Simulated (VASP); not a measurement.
Runs of VASP 6.6.1 on Si. The structure is that of space group Fm-3m (No. 225), or close to it. The cells are those of the table. 

```csv
cell,gap on the mesh (eV),pressure (GPa)
"a = 2.756, b = 2.688 Å, angles 60.8, 58.4, 60.8°, 1 atom",none,(b)
"a = 2.808, b = 2.688 Å, angles 61.4, 57.2, 61.4°, 1 atom",none,(a)
"a = 2.722, b = 2.688 Å, angles 60.4, 59.2, 60.4°, 1 atom",none,-2.7
"a = 2.654, b = 2.688 Å, angles 59.6, 60.8, 59.6°, 1 atom",none,1.8
"a = 2.790, b = 2.688 Å, angles 61.2, 57.6, 61.2°, 1 atom",none,-6.1
```

Alike in all rows: task single point; level PBE+D3(BJ); potentials or basis VASP PAW PBE potentials, release 64 (Si); no spin polarisation; k mesh 28 × 28 × 28; cutoff (eV) 520; smearing gaussian 0.15 eV.

Q: Estimate the missing entries.

A: (a) -6.8; (b) -4.6.

Caveats: the cell stands under tension (at least some runs).

A gap of «none» marks levels without a gap at the run's occupations.
